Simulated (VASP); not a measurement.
# Cs2SnC2 (Ibam) in VASP: single point with PBE+D3(BJ)

Aim: the single point of Cs2SnC2 with PBE+D3(BJ).

Program: VASP 6.6.1. These are calculated values, not measurements. Logs are shortened: lines on timing, memory, paths and dates and some standing lists are left out, and cuts for length are marked.

## (1) The cell of the first run

It takes space group Ibam (No. 72, orthorhombic). The conventional cell has a = 7.290 Å, b = 13.818 Å, c = 6.555 Å, α = 90.00°, β = 90.00°, γ = 90.00°. Cs (site symmetry m) has 6 C at 3.52 to 3.81 Å and 2 Sn at 3.60 Å and 7 Cs at 4.02 to 4.69 Å within 4.7 Å. Sn (site symmetry 222) has 4 C at 2.48 Å and 2 Sn at 3.28 Å within 3.3 Å. C (site symmetry m) has 2 Sn at 2.48 Å within 3.3 Å.

## (2) Single point, PBE+D3(BJ)

Input file INCAR:

```
SYSTEM = Cs2SnC2
ALGO = Normal
EDIFF = 1E-6
ENCUT = 520
GGA = PE
ISIF = 2
ISMEAR = 0
IVDW = 12
LASPH = .True.
LCHARG = .False.
LREAL = .False.
LWAVE = .False.
NBANDS = 51
NELM = 60
PREC = Accurate
SIGMA = 0.01
```

Input file KPOINTS:

```
k-points
0
Gamma
  4 4 4
  0 0 0
```

Input file POSCAR:

```
Cs2SnC2
1.0
    0.0000000000      0.0000000000      6.5551340000
    6.9091470000     -3.6452500000      3.2775670000
    6.9091470000      3.6452500000     -3.2775670000
Cs Sn C
4 2 4
Direct
    0.3400000000      0.0129000000      0.6929000000
    0.6600000000      0.9871000000      0.3071000000
    0.1600000000      0.6929000000      0.0129000000
    0.8400000000      0.3071000000      0.9871000000
    0.2500000000      0.5000000000      0.5000000000
    0.7500000000      0.5000000000      0.5000000000
    0.3252000000      0.7730000000      0.4234000000
    0.6748000000      0.2270000000      0.5766000000
    0.1748000000      0.4234000000      0.7730000000
    0.8252000000      0.5766000000      0.2270000000
```

Potentials or basis: VASP PAW PBE potentials, release 64 (Cs_sv, Sn_d, C).

On the command line:

```
> cat potpaw_PBE.64/Cs_sv/POTCAR potpaw_PBE.64/Sn_d/POTCAR potpaw_PBE.64/C/POTCAR > POTCAR
> mpirun -np 1 vasp_std > vasp.out
```

OUTCAR:

```text
SYSTEM = Cs2SnC2
   EDIFF = 1E-6
   ENCUT = 520
   GGA = PE
   ISIF = 2
   ISMEAR = 0
   IVDW = 12
   LASPH = .True.
   LREAL = .False.
   NELM = 60
   PREC = Accurate
 IVDW          = 12

 ion  position               nearest neighbor table
   1  0.340  0.013  0.693-
   2  0.660  0.987  0.307-
   3  0.160  0.693  0.013-
   4  0.840  0.307  0.987-
   5  0.250  0.500  0.500-   8 2.48  10 2.48   9 2.48   7 2.48   6 3.28   6 3.28
   6  0.750  0.500  0.500-   7 2.48   9 2.48   8 2.48  10 2.48   5 3.28   5 3.28
   7  0.325  0.773  0.423-   6 2.48   5 2.48
   8  0.675  0.227  0.577-   5 2.48   6 2.48
   9  0.175  0.423  0.773-   6 2.48   5 2.48
  10  0.825  0.577  0.227-   5 2.48   6 2.48

  LATTYP: Found a body centered orthorhombic cell.
 ALAT       =     6.5551340000
 B/A-ratio  =     1.1121816884
 C/A-ratio  =     2.1080109118

  Lattice vectors:

 A1 = (  -6.9091470000,  -3.6452500000,   3.2775670000)
 A2 = (  -6.9091470000,   3.6452500000,  -3.2775670000)
 A3 = (   6.9091470000,  -3.6452500000,  -3.2775670000)

Analysis of symmetry for initial positions (statically):
=====================================================================
 Subroutine PRICEL returns:
 Original cell was already a primitive cell.

 Routine SETGRP: Setting up the symmetry group for a
 body centered orthorhombic supercell.

 Subroutine GETGRP returns: Found  8 space group operations
 (whereof  4 operations were pure point group operations)
 out of a pool of  8 trial point group operations.

The static configuration has the point symmetry C_2h.
 The point group associated with its full space group is D_2h.

Analysis of symmetry for dynamics (positions and initial velocities):
=====================================================================
 Subroutine PRICEL returns:
 Original cell was already a primitive cell.

 Routine SETGRP: Setting up the symmetry group for a
 body centered orthorhombic supercell.

 Subroutine GETGRP returns: Found  8 space group operations
 (whereof  4 operations were pure point group operations)
 out of a pool of  8 trial point group operations.

The dynamic configuration has the point symmetry C_2h.
 The point group associated with its full space group is D_2h.

 Subroutine INISYM returns: Found  8 space group operations
 (whereof  4 operations are pure point group operations),
[... 111 lines left out ...]
   ISIF   =      2    stress and relaxation
   ISYM   =      2    0-nonsym 1-usesym 2-fastsym
   POTIM  = 0.5000    time-step for ionic-motion
   TEBEG  =    0.0;   TEEND  =   0.0 temperature during run
   PSTRESS=    0.0 pullay stress
   NELECT =      80.0000    total number of electrons
   NUPDOWN=      -1.0000    fix difference up-down
   EMIN   =  10.00;   EMAX   =-10.00  energy-range for DOS
   EFERMI =   0.00;   METHOD = LEGACY
   ISMEAR =     0;   SIGMA  =   0.01  broadening in eV -4-tet -1-fermi 0-gaus
   EFERMI_NEDOS =   21; number of points for ismear=-14 and -15
   IALGO  =     38    algorithm
   IMIX   =      4    mixing-type and parameters
     AMIX     =   0.40;   BMIX     =  1.00
     AMIX_MAG =   1.60;   BMIX_MAG =  1.00
  volume/ion in A,a.u.               =      33.02       222.82
  Fermi-wavevector in a.u.,A,eV,Ry     =   1.020588  1.928631 14.171822  1.041600
  Thomas-Fermi vector in A             =   2.154166
   LORBIT       =      0    0 simple, 1 ext, 2 COOP (PROOUT), +10 PAW based schemes
   GGA     = PE    functional components
   LHFCALC =     F    Hartree Fock is set to
   AEXX    =    0.0000 exact exchange contribution
   IVDW    =    12    specifies the selected vdW correction
   LEPSILON=     F    determine dielectric tensor
   LRPA    =     F    only Hartree local field effects (RPA)
 non-spin polarized calculation
 Gauss-broadening in eV      SIGMA  =   0.01
  energy-cutoff  :      520.00
  volume of cell :      330.19
 maximum number of plane-waves:      8932
 NGX is ok and might be reduce to    50
   NGX = 25   NGY = 31   NGZ = 31

 number of electron      79.9999996 magnetization

 Free energy of the ion-electron system (eV)
  ---------------------------------------------------
  ext. energy  EPLUGINS =         0.00000000
  ---------------------------------------------------
  free energy    TOTEN  =       -34.14242233 eV

  energy without entropy =      -34.14205529  energy(sigma->0) =      -34.14223881

 E-fermi :   2.3227     XC(G=0):  -8.1402

 val. band max:        2.3001465801   @ k =   0.0000   0.5000   0.2500
 cond. band min:       2.3308738339   @ k =  -0.2500   0.2500  -0.0000
 fundamental gap:      0.0307272538
 Fermi energy:         2.3227494618

 k-point     1 :       0.0000    0.0000    0.0000
  band No.  band energies     occupation
      1     -19.8935      2.00000
      2     -19.8384      2.00000
      3     -19.7800      2.00000
      4     -19.7701      2.00000
      5     -18.5329      2.00000
      6     -18.4970      2.00000
[... 961 lines left out ...]
     50       5.8096      0.00000
     51       6.7693      0.00000

------------------------ aborting loop because EDIFF is reached ----------------------------------------

 Edisp (eV)   -1.70983

 E8    (eV) :    -0.8828

  FORCE on cell =-STRESS in cart. coord.  units (eV):
  Direction    XX          YY          ZZ          XY          YZ          ZX
  --------------------------------------------------------------------------------------
  -------------------------------------------------------------------------------------
  Total      -9.47997    -6.10781   -11.67898    -0.00000     0.00000     0.00000
  in kB     -45.99962   -29.63692   -56.66985    -0.00000     0.00000     0.00000
  external pressure =      -44.10 kB  Pullay stress =        0.00 kB

 VOLUME and BASIS-vectors are now :
 -----------------------------------------------------------------------------
  energy-cutoff  :      520.00
  volume of cell :      330.19
      direct lattice vectors                 reciprocal lattice vectors
     0.000000000  0.000000000  6.555134000     0.000000000  0.137164804  0.152552183
     6.909147000 -3.645250000  3.277567000     0.072367834 -0.137164804  0.000000000
     6.909147000  3.645250000 -3.277567000     0.072367834  0.137164804  0.000000000

 POSITION                                       TOTAL-FORCE (eV/Angst)
 -----------------------------------------------------------------------------------
      4.87648      2.47877      0.00000        -0.255534      0.175718      0.000000
      8.94182     -2.47877      6.55513         0.255534     -0.175718     -0.000000
      4.87648     -2.47877      3.27757        -0.255534     -0.175718     -0.000000
      8.94182      2.47877      3.27757         0.255534      0.175718      0.000000
      6.90915      0.00000      1.63878         0.000000      0.000000     -0.000000
      6.90915      0.00000      4.91635        -0.000000      0.000000     -0.000000
      8.26610     -1.27438      3.27757        -1.251655      1.017353     -0.000000
      5.55219      1.27438      3.27757         1.251655     -1.017353      0.000000
      8.26610      1.27438     -0.00000        -1.251655     -1.017353      0.000000
      5.55219     -1.27438      6.55513         1.251655      1.017353     -0.000000
 -----------------------------------------------------------------------------------
    total drift:                                0.000000      0.000000      0.000000

  FREE ENERGIE OF THE ION-ELECTRON SYSTEM (eV)
  ---------------------------------------------------
  free  energy   TOTEN  =       -35.8522503222 eV

  energy  without entropy=      -35.8518832836  energy(sigma->0) =      -35.85206680
```

OSZICAR:

```text
N       E                     dE             d eps       ncg     rms          rms(c)
DAV:   1     0.746271483654E+03    0.74627E+03   -0.34035E+04  1844   0.154E+03
DAV:   2     0.893229066234E+02   -0.65695E+03   -0.62828E+03  1964   0.355E+02
DAV:   3    -0.298889101729E+02   -0.11921E+03   -0.11610E+03  2212   0.162E+02
DAV:   4    -0.382605925217E+02   -0.83717E+01   -0.79403E+01  2224   0.444E+01
DAV:   5    -0.385669907116E+02   -0.30640E+00   -0.30440E+00  2312   0.856E+00    0.912E+00
DAV:   6    -0.343671497275E+02    0.41998E+01   -0.17604E+01  2376   0.131E+01    0.368E+00
DAV:   7    -0.342257787304E+02    0.14137E+00   -0.19684E+00  2304   0.715E+00    0.207E+00
DAV:   8    -0.341406675945E+02    0.85111E-01   -0.51020E-01  2653   0.297E+00    0.661E-01
DAV:   9    -0.341369206367E+02    0.37470E-02   -0.12814E-01  2400   0.147E+00    0.361E-01
DAV:  10    -0.341414362491E+02   -0.45156E-02   -0.16188E-02  2208   0.534E-01    0.887E-02
DAV:  11    -0.341422977393E+02   -0.86149E-03   -0.23826E-03  2144   0.189E-01    0.477E-02
DAV:  12    -0.341423539100E+02   -0.56171E-04   -0.34066E-04  2360   0.832E-02    0.273E-02
DAV:  13    -0.341424127052E+02   -0.58795E-04   -0.15148E-04  2328   0.440E-02    0.987E-03
DAV:  14    -0.341424213331E+02   -0.86279E-05   -0.26863E-05  1968   0.191E-02    0.345E-03
DAV:  15    -0.341424223267E+02   -0.99360E-06   -0.45459E-06  2008   0.104E-02
   1 F= -.35852250E+02 E0= -.35852067E+02  d E =-.367039E-03
```

stdout:

```text
POSCAR found type information on POSCAR CsSnC
 POSCAR found :  3 types and      10 ions
 scaLAPACK will be used
 LDA part: xc-table for (Slater+PW92), standard interpolation
 POSCAR, INCAR and KPOINTS ok, starting setup
 FFT: planning ... GRIDC
 FFT: planning ... GRID_SOFT
 FFT: planning ... GRID
 WAVECAR not read
 entering main loop
```

Run time: 4.9 min. Hardware: 1 thread of Intel Xeon Platinum 8488C (Sapphire Rapids), shared host; peak memory 0.6 GiB.

Results:

| Property | Result |
| --- | --- |
| Free energy | -35.8523 eV |
| Pressure | -4.4 GPa |
| Largest force | 1.613 eV/Å |
| Band gap on the k mesh | zero (bands 40 and 41 overlap by 0.15 eV) |
| Dispersion energy per atom | -0.171 eV |

Forces in eV/Å, atoms in the order of the input:
```
Cs  -0.256  0.176  0.000
Cs   0.256 -0.176  0.000
Cs  -0.256 -0.176  0.000
Cs   0.256  0.176  0.000
Sn   0.000  0.000  0.000
Sn   0.000  0.000  0.000
C   -1.252  1.017  0.000
C    1.252 -1.017  0.000
C   -1.252 -1.017  0.000
C    1.252  1.017  0.000
```

Caveat: the cell stands under tension; spin-orbit coupling is left out, which moves the levels of the heavy elements; forces of over 1 eV/Å act on the atoms, so gaps and moduli don't describe the material at rest.
